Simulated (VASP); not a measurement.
# Si2Ni (Fm-3m) in VASP: a series of runs

Runs on Si2Ni. Level: PBE+D3(BJ). Tasks: single point, relaxation of cell and atoms.

Program: VASP 6.6.1. These are calculated values, not measurements. Logs are shortened: lines on timing, memory, paths and dates and some standing lists are left out, and cuts for length are marked.

### 1 The cell of the first run

Symmetry: Fm-3m, No. 225, cubic system. Conventional cell: a = 5.381 Å, b = 5.381 Å, c = 5.381 Å, α = 90.00°, β = 90.00°, γ = 90.00°. Within 3.1 Å of Si (site symmetry -43m) lie 4 Ni at 2.33 Å and 6 Si at 2.69 Å. Within 3.1 Å of Ni (site symmetry m-3m) lie 8 Si at 2.33 Å.

### 2 Single point, PBE+D3(BJ)

INCAR

```
SYSTEM = Si2Ni
PREC = Accurate
ENCUT = 520
EDIFF = 1E-7
ISMEAR = 0
SIGMA = 0.1
LREAL = .False.
LASPH = .True.
NELM = 80
ALGO = Normal
ISIF = 2
LWAVE = .False.
LCHARG = .False.
GGA = PE
IVDW = 12
NBANDS = 16
```

KPOINTS

```
regular mesh
0
Gamma
  14 14 14
  0 0 0
```

POSCAR

```
Si2Ni
1.0
    0.0000000000      2.6905436712      2.6905436712
    2.6905436712      0.0000000000      2.6905436712
    2.6905436712      2.6905436712      0.0000000000
Si Ni
2 1
Direct
    0.2500000000      0.2500000000      0.2500000000
    0.7500000000      0.7500000000      0.7500000000
    0.0000000000      0.0000000000      0.0000000000
```

Potentials or basis: VASP PAW PBE potentials, release 64 (Si, Ni).

Launch:

```bash
cat potpaw_PBE.64/Si/POTCAR potpaw_PBE.64/Ni/POTCAR > POTCAR
mpirun -np 1 vasp_std > vasp.out
```

OUTCAR:

```text
SYSTEM = Si2Ni
   PREC = Accurate
   ENCUT = 520
   EDIFF = 1E-7
   ISMEAR = 0
   LREAL = .False.
   LASPH = .True.
   NELM = 80
   ISIF = 2
   GGA = PE
   IVDW = 12
 IVDW          = 12

 ion  position               nearest neighbor table
   1  0.250  0.250  0.250-   3 2.33   3 2.33   3 2.33   3 2.33   2 2.69   2 2.69   2 2.69   2 2.69
                             2 2.69   2 2.69
   2  0.750  0.750  0.750-   3 2.33   3 2.33   3 2.33   3 2.33   1 2.69   1 2.69   1 2.69   1 2.69
                             1 2.69   1 2.69
   3  0.000  0.000  0.000-   2 2.33   2 2.33   2 2.33   1 2.33   1 2.33   1 2.33   2 2.33   1 2.33

  LATTYP: Found a face centered cubic cell.
 ALAT       =     5.3810873424

  Lattice vectors:

 A1 = (   0.0000000000,   2.6905436712,   2.6905436712)
 A2 = (   2.6905436712,   0.0000000000,   2.6905436712)
 A3 = (   2.6905436712,   2.6905436712,   0.0000000000)

Analysis of symmetry for initial positions (statically):
=====================================================================
 Subroutine PRICEL returns:
 Original cell was already a primitive cell.

 Routine SETGRP: Setting up the symmetry group for a
 face centered cubic supercell.

 Subroutine GETGRP returns: Found 48 space group operations
 (whereof 48 operations were pure point group operations)
 out of a pool of 48 trial point group operations.

The static configuration has the point symmetry O_h .

Analysis of symmetry for dynamics (positions and initial velocities):
=====================================================================
 Subroutine PRICEL returns:
 Original cell was already a primitive cell.

 Routine SETGRP: Setting up the symmetry group for a
 face centered cubic supercell.

 Subroutine GETGRP returns: Found 48 space group operations
 (whereof 48 operations were pure point group operations)
 out of a pool of 48 trial point group operations.

The dynamic configuration has the point symmetry O_h .

 Subroutine INISYM returns: Found 48 space group operations
 (whereof 48 operations are pure point group operations),
 and found     1 'primitive' translations

----------------------------------------------------------------------------------------

                                     Primitive cell

  volume of cell :      38.9538

  direct lattice vectors                    reciprocal lattice vectors
     0.000000000  2.690543671  2.690543671    -0.185836047  0.185836047  0.185836047
     2.690543671  0.000000000  2.690543671     0.185836047 -0.185836047  0.185836047
     2.690543671  2.690543671  0.000000000     0.185836047  0.185836047 -0.185836047

  length of vectors
     3.805003350  3.805003350  3.805003350     0.321877475  0.321877475  0.321877475

  position of ions in fractional coordinates (direct lattice)
     0.250000000  0.250000000  0.250000000
     0.750000000  0.750000000  0.750000000
     0.000000000  0.000000000  0.000000000

  ion indices of the primitive-cell ions
   primitive index   ion index
                 1           1
                 2           2
                 3           3

----------------------------------------------------------------------------------------

 KPOINTS: regular mesh

Automatic generation of k-mesh.
 Grid dimensions read from file:
 generate k-points for:   14   14   14

 Generating k-lattice:

  Cartesian coordinates                     Fractional coordinates (reciprocal lattice)
    -0.013274003  0.013274003  0.013274003     0.071428571  0.000000000  0.000000000
     0.013274003 -0.013274003  0.013274003     0.000000000  0.071428571  0.000000000
     0.013274003  0.013274003 -0.013274003     0.000000000  0.000000000  0.071428571

  Length of vectors
     0.022991248  0.022991248  0.022991248

  Shift w.r.t. Gamma in fractional coordinates (k-lattice)
     0.000000000  0.000000000  0.000000000

 Subroutine IBZKPT returns following result:
 ===========================================

 Found    104 irreducible k-points:

 Following reciprocal coordinates:
            Coordinates               Weight
  0.000000  0.000000  0.000000      1.000000
  0.071429  0.000000  0.000000      8.000000
  0.142857  0.000000  0.000000      8.000000
  0.214286  0.000000  0.000000      8.000000
  0.285714  0.000000  0.000000      8.000000
  0.357143  0.000000  0.000000      8.000000
[... 16 lines left out ...]
  0.214286  0.142857  0.000000     24.000000
  0.285714  0.142857  0.000000     24.000000
 [... further k-points ...]
   k-points           NKPTS =    104   k-points in BZ     NKDIM =    104   number of bands    NBANDS=     16
   number of dos      NEDOS =    301   number of ions     NIONS =      3
   total plane-waves  NPLWV =  21952
   dimension x,y,z NGX =    28 NGY =   28 NGZ =   28
   dimension x,y,z NGXF=    56 NGYF=   56 NGZF=   56
   ions per type =               2   1
   NGX,Y,Z   is equivalent  to a cutoff of  12.23, 12.23, 12.23 a.u.
   NGXF,Y,Z  is equivalent  to a cutoff of  24.47, 24.47, 24.47 a.u.
 SYSTEM =  Si2Ni
   PREC   = accura    normal or accurate (medium, high low for compatibility)
   ISTART =      0    job   : 0-new  1-cont  2-samecut
   ICHARG =      2    charge: 1-file 2-atom 10-const
   ISPIN  =      1    spin polarized calculation?
   LNONCOLLINEAR =      F non collinear calculations
   LSORBIT =      F    spin-orbit coupling
   LASPH  =      T    aspherical Exc in radial PAW
   ENCUT  =  520.0 eV  38.22 Ry    6.18 a.u.   7.07  7.07  7.07*2*pi/ulx,y,z
   NELM   =     80;   NELMIN=  2; NELMDL= -5     # of ELM steps
   EDIFF  = 0.1E-06   stopping-criterion for ELM
   LREAL  =      F    real-space projection
   EDIFFG = 0.1E-05   stopping-criterion for IOM
   NSW    =      0    number of steps for IOM
   IBRION =     -1    ionic relax: 0-MD 1-quasi-New 2-CG
   NFREE  =      0    steps in history (QN), initial steepest desc. (CG)
   ISIF   =      2    stress and relaxation
   ISYM   =      2    0-nonsym 1-usesym 2-fastsym
   POTIM  = 0.5000    time-step for ionic-motion
   TEBEG  =    0.0;   TEEND  =   0.0 temperature during run
   PSTRESS=    0.0 pullay stress
   NELECT =      18.0000    total number of electrons
   NUPDOWN=      -1.0000    fix difference up-down
   EMIN   =  10.00;   EMAX   =-10.00  energy-range for DOS
   EFERMI =   0.00;   METHOD = LEGACY
   ISMEAR =     0;   SIGMA  =   0.10  broadening in eV -4-tet -1-fermi 0-gaus
   EFERMI_NEDOS =   21; number of points for ismear=-14 and -15
   IALGO  =     38    algorithm
   IMIX   =      4    mixing-type and parameters
     AMIX     =   0.40;   BMIX     =  1.00
     AMIX_MAG =   1.60;   BMIX_MAG =  1.00
  volume/ion in A,a.u.               =      12.98        87.62
  Fermi-wavevector in a.u.,A,eV,Ry     =   1.265656  2.391743 21.794964  1.601885
  Thomas-Fermi vector in A             =   2.398898
   LORBIT       =      0    0 simple, 1 ext, 2 COOP (PROOUT), +10 PAW based schemes
   GGA     = PE    functional components
   LHFCALC =     F    Hartree Fock is set to
   AEXX    =    0.0000 exact exchange contribution
   IVDW    =    12    specifies the selected vdW correction
   LEPSILON=     F    determine dielectric tensor
   LRPA    =     F    only Hartree local field effects (RPA)
 non-spin polarized calculation
 Gauss-broadening in eV      SIGMA  =   0.10
  energy-cutoff  :      520.00
  volume of cell :       38.95
 maximum number of plane-waves:      1067
   NGX = 15   NGY = 15   NGZ = 15

 number of electron      17.9999993 magnetization

 Free energy of the ion-electron system (eV)
  ---------------------------------------------------
  ext. energy  EPLUGINS =         0.00000000
  ---------------------------------------------------
  free energy    TOTEN  =       -17.34744165 eV

  energy without entropy =      -17.34308066  energy(sigma->0) =      -17.34526115

 E-fermi :  10.7105     XC(G=0): -11.6502

 val. band max:       10.6551536130   @ k =  -0.0714   0.0714   0.0000
 cond. band min:      10.7241616377   @ k =  -0.2143   0.1429   0.0000
 fundamental gap:      0.0690080247
 Fermi energy:        10.7104828044

 k-point     1 :       0.0000    0.0000    0.0000
  band No.  band energies     occupation
      1      -3.3256      2.00000
      2       5.3691      2.00000
      3       5.3691      2.00000
      4       5.3691      2.00000
      5       7.0770      2.00000
      6       7.0770      2.00000
[... 8 lines left out ...]
     15      15.4158      0.00000
     16      15.4158      0.00000

 k-point     2 :       0.0714    0.0000    0.0000
  band No.  band energies     occupation
      1      -3.2491      2.00000
      2       5.2161      2.00000
      3       5.3937      2.00000
      4       5.3937      2.00000
      5       7.0622      2.00000
      6       7.0622      2.00000
[... 8 lines left out ...]
     15      15.0899      0.00000
     16      15.2756      0.00000

 k-point     3 :       0.1429    0.0000    0.0000
  band No.  band energies     occupation
      1      -3.0205      2.00000
      2       4.7786      2.00000
      3       5.4628      2.00000
      4       5.4628      2.00000
      5       7.0271      2.00000
      6       7.0271      2.00000
[... 8 lines left out ...]
     15      14.9209      0.00000
     16      15.3120      0.00000

 k-point     4 :       0.2143    0.0000    0.0000
  band No.  band energies     occupation
      1      -2.6428      2.00000
      2       4.1000      2.00000
      3       5.5615      2.00000
      4       5.5615      2.00000
      5       6.9980      2.00000
      6       6.9980      2.00000
[... 8 lines left out ...]
     15      15.6207      0.00000
     16      16.3515      0.00000
[... 324 lines left out ...]
 k-point    22 :       0.1429    0.1429    0.0000
  band No.  band energies     occupation
      1      -2.9189      2.00000
      2       4.8388      2.00000
      3       5.4106      2.00000
      4       5.4106      2.00000
      5       6.8119      2.00000
      6       7.1527      2.00000
[... 8 lines left out ...]
     15      16.0841      0.00000
     16      16.0841      0.00000

 k-point    23 :       0.2143    0.1429    0.0000
  band No.  band energies     occupation
      1      -2.6417      2.00000
      2       4.4650      2.00000
      3       5.4549      2.00000
      4       5.4810      2.00000
      5       6.6641      2.00000
      6       7.1816      2.00000
[... 8 lines left out ...]
     15      16.7684      0.00000
     16      16.8764      0.00000

 k-point    24 :       0.2857    0.1429    0.0000
  band No.  band energies     occupation
      1      -2.2181      2.00000
      2       3.8416      2.00000
      3       5.5328      2.00000
      4       5.5767      2.00000
      5       6.5402      2.00000
      6       7.2116      2.00000
[... 8 lines left out ...]
     15      17.7601      0.00000
     16      18.0198      0.00000

 [... further k-points ...]

------------------------ aborting loop because EDIFF is reached ----------------------------------------

 Edisp (eV)   -1.35433

 E8    (eV) :    -0.5677

  FORCE on cell =-STRESS in cart. coord.  units (eV):
  Direction    XX          YY          ZZ          XY          YZ          ZX
  --------------------------------------------------------------------------------------
  -------------------------------------------------------------------------------------
  Total      -0.00128    -0.00128    -0.00128     0.00000     0.00000    -0.00000
  in kB      -0.05278    -0.05278    -0.05278     0.00000     0.00000    -0.00000
  external pressure =       -0.05 kB  Pullay stress =        0.00 kB

 VOLUME and BASIS-vectors are now :
 -----------------------------------------------------------------------------
  energy-cutoff  :      520.00
  volume of cell :       38.95
      direct lattice vectors                 reciprocal lattice vectors
     0.000000000  2.690543671  2.690543671    -0.185836047  0.185836047  0.185836047
     2.690543671  0.000000000  2.690543671     0.185836047 -0.185836047  0.185836047
     2.690543671  2.690543671  0.000000000     0.185836047  0.185836047 -0.185836047

 POSITION                                       TOTAL-FORCE (eV/Angst)
 -----------------------------------------------------------------------------------
      1.34527      1.34527      1.34527        -0.000000     -0.000000     -0.000000
      4.03582      4.03582      4.03582         0.000000      0.000000      0.000000
      0.00000      0.00000      0.00000        -0.000000     -0.000000     -0.000000
 -----------------------------------------------------------------------------------
    total drift:                               -0.000000     -0.000000      0.000000

  FREE ENERGIE OF THE ION-ELECTRON SYSTEM (eV)
  ---------------------------------------------------
  free  energy   TOTEN  =       -18.7017721503 eV

  energy  without entropy=      -18.6974111657  energy(sigma->0) =      -18.69959166
```

Wall time 66 s (1 thread of Intel Xeon Platinum 8259CL at 2.50GHz (Skylake/Cascade Lake), shared host); peak memory 0.21 GiB.

Results:

- Free energy: -18.7018 eV
- Pressure: 0.0 GPa
- Band gap on the k mesh: zero (band 9 reaches 12.38 eV, above the bottom of band 10 at 10.26 eV)
- Dispersion energy per atom: -0.451 eV

Levels at points of the mesh, in eV from the Fermi level:
```tsv
k point	band 6	band 7	band 8	band 9	band 10	band 11	band 12	band 13
(0.00, 0.00, 0.00)	-3.63	-0.24	1.67	1.67	1.67	2.21	2.21	2.21
(0.50, 0.00, 0.00)	-3.44	-3.44	-1.53	-1.53	1.76	1.76	1.76	2.64
(0.50, 0.50, 0.00)	-3.72	-3.72	-3.55	-3.22	-0.45	1.34	7.67	8.37
```

Caveat: pairwise dispersion overbinds metals, which lowers pressure and volume.

### 3 Relaxation of cell and atoms, PBE+D3(BJ)

This run uses another cell than the first one, of 13.09 Å³/atom, 1.008 times its volume.

INCAR

```
SYSTEM = Si2Ni
PREC = Accurate ; ENCUT = 600
EDIFF = 1E-6 ; ISMEAR = 0
SIGMA = 0.1 ; LREAL = .False.
LASPH = .True. ; NELM = 100
ALGO = Normal ; ISIF = 3
LWAVE = .False. ; LCHARG = .False.
GGA = PE ; IVDW = 12
IBRION = 2 ; NSW = 100
EDIFFG = -0.005
```

KPOINTS is that of step 2.

POSCAR

```
Si2Ni
1.0
    0.0000000000      2.6975000000      2.6975000000
    2.6975000000      0.0000000000      2.6975000000
    2.6975000000      2.6975000000      0.0000000000
Si Ni
2 1
Direct
    0.2500000000      0.2500000000      0.2500000000
    0.7500000000      0.7500000000      0.7500000000
    0.0000000000      0.0000000000      0.0000000000
```

Potentials or basis: VASP PAW PBE potentials, release 64 (Si, Ni).

Launch:

```bash
cat potpaw_PBE.64/Si/POTCAR potpaw_PBE.64/Ni/POTCAR > POTCAR
mpirun -np 1 vasp_std > vasp.out
```

Run time: 2.3 min. Hardware: 1 thread of Intel Xeon Platinum 8259CL at 2.50GHz (Skylake/Cascade Lake), shared host; peak memory 0.23 GiB.

The run converged. Its results:

* Free energy: -18.7017 eV
* Relaxed volume: 12.98 Å³/atom
* Relaxed cell: a = 3.805 Å, b = 3.805 Å, c = 3.805 Å, α = 60.00°, β = 60.00°, γ = 60.00°
* Space group after relaxing (to 0.05 Å): Fm-3m (No. 225)
* Energy gained by relaxing: 0.4 meV/atom
* Ionic steps: 3
* Pressure after relaxing: 0.0 GPa
* Band gap on the k mesh: zero (band 9 reaches 12.38 eV, above the bottom of band 10 at 10.26 eV)
* Dispersion energy per atom: -0.451 eV

The path:
```
step  energy change (eV)  largest force (eV/Å)  pressure (GPa)  volume (Å³)
   1              0.0000                0.0000           -1.39        39.26
   2              0.0002                0.0000            1.44        38.62
   3             -0.0012                0.0000            0.00        38.95
```

Final structure:
```yaml
crystal:
  lattice:
    - [0.00000, 2.69051, 2.69051]
    - [2.69051, 0.00000, 2.69051]
    - [2.69051, 2.69051, 0.00000]
  atoms:
    - { symbol: Si, position: [0.25000, 0.25000, 0.25000] }
    - { symbol: Si, position: [0.75000, 0.75000, 0.75000] }
    - { symbol: Ni, position: [0.00000, 0.00000, 0.00000] }
```

Levels at points of the mesh, in eV from the Fermi level:
| k point | band 5 | band 6 | band 7 | band 8 | band 9 | band 10 | band 11 | band 12 | band 13 |
| --- | --- | --- | --- | --- | --- | --- | --- | --- | --- |
| (0.00, 0.00, 0.00) | -3.63 | -3.63 | -0.24 | 1.67 | 1.67 | 1.67 | 2.21 | 2.21 | 2.21 |
| (0.50, 0.00, 0.00) | -3.83 | -3.44 | -3.44 | -1.53 | -1.53 | 1.76 | 1.76 | 1.76 | 2.65 |
| (0.50, 0.50, 0.00) | -4.65 | -3.72 | -3.72 | -3.55 | -3.22 | -0.45 | 1.34 | 7.67 | 8.37 |

Caveat: pairwise dispersion overbinds metals, which lowers pressure and volume.
